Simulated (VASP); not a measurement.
# Zn2Pb3 (P6/mmm) in VASP: further runs, part 2 of 2

VASP 6.6.1.

## (3) Relaxation of cell and atoms, PBE

This run uses another cell than the first one, of 23.79 Å³/atom.

INCAR reads:

```
SYSTEM = Zn2Pb3
PREC     = Accurate       ! precision mode
ENCUT    = 600            ! plane-wave cutoff, eV
EDIFF    = 1E-7           ! SCF threshold, eV
ISMEAR   = 0              ! smearing method
SIGMA    = 0.2            ! smearing width, eV
LREAL    = .FALSE.        ! projectors in reciprocal space
LASPH    = .TRUE.         ! aspherical terms in the spheres
NELM     = 80             ! most SCF steps
ALGO     = Fast           ! electronic algorithm
ISIF     = 3              ! what is computed and relaxed
LWAVE    = .FALSE.        ! write WAVECAR
LCHARG   = .FALSE.        ! write CHGCAR
GGA      = PE             ! functional
IBRION   = 2              ! ionic algorithm
NSW      = 36             ! ionic steps
EDIFFG   = -0.08          ! ionic threshold
```

KPOINTS reads:

```
regular mesh
0
G
  3 3 3
  0 0 0
```

POSCAR reads:

```
Zn2Pb3
1.0
    7.0473639400      0.0000000000      0.0000000000
   -3.5236819700      6.1031962000      0.0000000000
    0.0000000000      0.0000000000      5.5320128800
Zn Pb
4 6
Direct
    0.3333333300      0.6666666700      0.5000000000
    0.6666666700      0.3333333300      0.5000000000
    0.0000000000      0.0000000000      0.3117115300
    0.0000000000      0.0000000000      0.6882884700
    0.5000000000      0.0000000000      0.0000000000
    0.0000000000      0.5000000000      0.0000000000
    0.5000000000      0.5000000000      0.0000000000
    0.5000000000      0.0000000000      0.5000000000
    0.0000000000      0.5000000000      0.5000000000
    0.5000000000      0.5000000000      0.5000000000
```

Potentials or basis: VASP PAW PBE potentials, release 64 (Zn, Pb_d).

Run with:

```bash
cat potpaw_PBE.64/Zn/POTCAR potpaw_PBE.64/Pb_d/POTCAR > POTCAR
mpirun -np 1 vasp_std > vasp.out
```

OUTCAR:

```text
SYSTEM = Zn2Pb3
   PREC = Accurate
   ENCUT = 600
   EDIFF = 1E-7
   ISMEAR = 0
   LREAL = .FALSE.
   LASPH = .TRUE.
   NELM = 80
   ISIF = 3
   GGA = PE
   IBRION = 2
   NSW = 36
   EDIFFG = -0.08

 ion  position               nearest neighbor table
   1  0.333  0.667  0.500-   8 2.03   9 2.03  10 2.03   5 3.43   5 3.43   6 3.43   6 3.43   7 3.43
                             7 3.43
   2  0.667  0.333  0.500-   8 2.03   9 2.03  10 2.03   5 3.43   5 3.43   6 3.43   6 3.43   7 3.43
                             7 3.43
   3  0.000  0.000  0.312-   4 2.08
   4  0.000  0.000  0.688-   3 2.08
   5  0.500  0.000  0.000-   8 2.77   8 2.77   1 3.43   1 3.43   2 3.43   2 3.43   6 3.52   7 3.52
                             7 3.52   6 3.52
   6  0.000  0.500  0.000-   9 2.77   9 2.77   1 3.43   1 3.43   2 3.43   2 3.43   5 3.52   5 3.52
                             7 3.52   7 3.52
   7  0.500  0.500  0.000-  10 2.77  10 2.77   1 3.43   1 3.43   2 3.43   2 3.43   5 3.52   5 3.52
                             6 3.52   6 3.52
   8  0.500  0.000  0.500-   1 2.03   2 2.03   5 2.77   5 2.77  10 3.52   9 3.52  10 3.52   9 3.52

   9  0.000  0.500  0.500-   1 2.03   2 2.03   6 2.77   6 2.77   8 3.52   8 3.52  10 3.52  10 3.52

  10  0.500  0.500  0.500-   1 2.03   2 2.03   7 2.77   7 2.77   8 3.52   8 3.52   9 3.52   9 3.52

  LATTYP: Found a hexagonal cell.
 ALAT       =     7.0473639400
 C/A-ratio  =     0.7849761878

  Lattice vectors:

 A1 = (   7.0473639400,   0.0000000000,   0.0000000000)
 A2 = (  -3.5236819700,   6.1031962000,   0.0000000000)
 A3 = (   0.0000000000,   0.0000000000,   5.5320128800)

Analysis of symmetry for initial positions (statically):
=====================================================================
 Subroutine PRICEL returns:
 Original cell was already a primitive cell.

 Routine SETGRP: Setting up the symmetry group for a
 hexagonal supercell.

 Subroutine GETGRP returns: Found 24 space group operations
 (whereof 24 operations were pure point group operations)
 out of a pool of 24 trial point group operations.

The static configuration has the point symmetry D_6h.

Analysis of symmetry for dynamics (positions and initial velocities):
[... 133 lines left out ...]
   GGA     = PE    functional components
   LHFCALC =     F    Hartree Fock is set to
   AEXX    =    0.0000 exact exchange contribution
   IVDW    =     0    specifies the selected vdW correction
   LEPSILON=     F    determine dielectric tensor
   LRPA    =     F    only Hartree local field effects (RPA)
 conjugate gradient relaxation of ions
 non-spin polarized calculation
 RMM-DIIS sequential band-by-band and
 Gauss-broadening in eV      SIGMA  =   0.20
  energy-cutoff  :      600.00
  volume of cell :      237.94
 maximum number of plane-waves:      7950
   NGX = 29   NGY = 29   NGZ = 23

--------------------------------------- Ionic step        1  -------------------------------------------

 number of electron     132.0000029 magnetization

 Free energy of the ion-electron system (eV)
  ---------------------------------------------------
  ext. energy  EPLUGINS =         0.00000000
  ---------------------------------------------------
  free energy    TOTEN  =        -2.51544148 eV

  energy without entropy =       -2.38640200  energy(sigma->0) =       -2.45092174

 E-fermi :   6.4070     XC(G=0): -10.3985

 val. band max:        6.3338087450   @ k =   0.3333   0.0000   0.3333
 cond. band min:       6.5633621285   @ k =   0.3333   0.0000   0.3333
 fundamental gap:      0.2295533835
 Fermi energy:         6.4070052373
[... 572 lines left out ...]
--------------------------------------- Ionic step        3  -------------------------------------------

 number of electron     131.9999962 magnetization

------------------------ aborting loop EDIFF was not reached (unconverged)  ----------------------------

  FORCE on cell =-STRESS in cart. coord.  units (eV):
  Direction    XX          YY          ZZ          XY          YZ          ZX
  --------------------------------------------------------------------------------------
  -------------------------------------------------------------------------------------
  Total      -28.5926537    -28.5926537     -3.9592245      0.0000000      0.0000000     -0.0000000
  in kB     -114.7744273   -114.7744272    -15.8928140      0.0000000      0.0000000     -0.0000000
  external PRESSURE =     -81.8138895 kB  Pullay stress =       0.0000000 kB
[... 521 lines left out ...]
     77     395.1374      0.00000
     78     403.8087      0.00000
 [bands above 78 left out]

[... ionic steps 4 to 15 ...]

--------------------------------------- Ionic step       16  -------------------------------------------

 number of electron     132.0000007 magnetization

------------------------ aborting loop because EDIFF is reached ----------------------------------------
[... 83 lines left out ...]
--------------------------------------- Ionic step       18  -------------------------------------------

 number of electron     132.0000027 magnetization

 Free energy of the ion-electron system (eV)
  ---------------------------------------------------
  ext. energy  EPLUGINS =         0.00000000
  ---------------------------------------------------
  free energy    TOTEN  =       -17.89521650 eV

  energy without entropy =      -17.71668677  energy(sigma->0) =      -17.80595163

 E-fermi :   1.8123     XC(G=0):  -7.8474

 val. band max:        1.8013724059   @ k =   0.3333   0.0000   0.3333
 cond. band min:       1.8923255726   @ k =   0.3333   0.3333   0.3333
 fundamental gap:      0.0909531667
 Fermi energy:         1.8122702988
[... 522 lines left out ...]
  FREE ENERGIE OF THE ION-ELECTRON SYSTEM (eV)
  ---------------------------------------------------
  free  energy   TOTEN  =       -17.8952165023 eV

  energy  without entropy=      -17.7166867654  energy(sigma->0) =      -17.80595163

 reached required accuracy - stopping structural energy minimisation
```

CONTCAR:

```text
Zn2Pb3
   1.00000000000000
     8.7722811628432940    0.0000000000000000    0.0000000000000000
    -4.3861405814216470    7.5970183330494256    0.0000000000000000
     0.0000000000000000    0.0000000000000000    6.2834049206441209
  Zn              Pb
     4     6
Direct
     0.3333333300000021    0.6666666699999979    0.5000000000000000
     0.6666666699999979    0.3333333300000021    0.5000000000000000
     0.0000000000000000    0.0000000000000000    0.2597684305119584
     1.0000000000000000    1.0000000000000000    0.7402315694880416
     0.5000000000000000    1.0000000000000000    0.0000000000000000
     1.0000000000000000    0.5000000000000000    0.0000000000000000
     0.5000000000000000    0.5000000000000000    0.0000000000000000
     0.5000000000000000    1.0000000000000000    0.5000000000000000
     1.0000000000000000    0.5000000000000000    0.5000000000000000
     0.5000000000000000    0.5000000000000000    0.5000000000000000

  0.00000000E+00  0.00000000E+00  0.00000000E+00
  0.00000000E+00  0.00000000E+00  0.00000000E+00
  0.00000000E+00  0.00000000E+00  0.00000000E+00
  0.00000000E+00  0.00000000E+00  0.00000000E+00
  0.00000000E+00  0.00000000E+00  0.00000000E+00
  0.00000000E+00  0.00000000E+00  0.00000000E+00
  0.00000000E+00  0.00000000E+00  0.00000000E+00
  0.00000000E+00  0.00000000E+00  0.00000000E+00
  0.00000000E+00  0.00000000E+00  0.00000000E+00
  0.00000000E+00  0.00000000E+00  0.00000000E+00
```

It took 88 min on 1 thread of Intel Xeon 6975P-C (Granite Rapids), shared host; peak memory 0.49 GiB.

What came out:

| Quantity | Value |
| --- | --- |
| Free energy | -17.8952 eV |
| Relaxed volume | 41.87 Å³/atom |
| Relaxed cell | a = 8.772 Å, b = 8.772 Å, c = 6.283 Å, α = 90.00°, β = 90.00°, γ = 120.00° |
| Space group after relaxing (to 0.1 Å) | P6/mmm (No. 191) |
| Pressure after relaxing | 0.1 GPa |
| Largest force after relaxing | 0.063 eV/Å |
| Band gap on the k mesh | zero (bands 66 and 67 overlap by 0.37 eV) |

Forces in eV/Å, atoms in the order of the input:
```
Zn   0.000  0.000  0.000
Zn   0.000  0.000  0.000
Zn   0.000  0.000 -0.063
Zn   0.000  0.000  0.063
Pb   0.000  0.000  0.000
Pb   0.000  0.000  0.000
Pb   0.000  0.000  0.000
Pb   0.000  0.000  0.000
Pb   0.000  0.000  0.000
Pb   0.000  0.000  0.000
```

Final structure:
```
Zn Pb
1.0
     8.77228    0.00000    0.00000
    -4.38614    7.59702    0.00000
     0.00000    0.00000    6.28340
Zn Pb
4 6
Direct
  0.33333 0.66667 0.50000
  0.66667 0.33333 0.50000
  0.00000 0.00000 0.25977
  0.00000 0.00000 0.74023
  0.50000 0.00000 0.00000
  0.00000 0.50000 0.00000
  0.50000 0.50000 0.00000
  0.50000 0.00000 0.50000
  0.00000 0.50000 0.50000
  0.50000 0.50000 0.50000
```

Levels at points of the mesh, in eV from the Fermi level:
| k point | band 63 | band 64 | band 65 | band 66 | band 67 | band 68 | band 69 | band 70 |
| --- | --- | --- | --- | --- | --- | --- | --- | --- |
| (0.00, 0.00, 0.00) | -1.94 | -0.59 | -0.05 | -0.04 | -0.04 | 0.57 | 0.76 | 1.22 |

Caveat: the k points lie up to 0.33 Å⁻¹ apart in the final cell; the volume moved by over 15 % at a fixed basis, so the end points are rough; spin-orbit coupling is left out, which moves the levels of the heavy elements; the relaxation stopped at a loose force limit of 0.08 eV/Å, so its end isn't a converged minimum.

The gap in the log of VASP goes by the Fermi energy; the results here count the filled bands.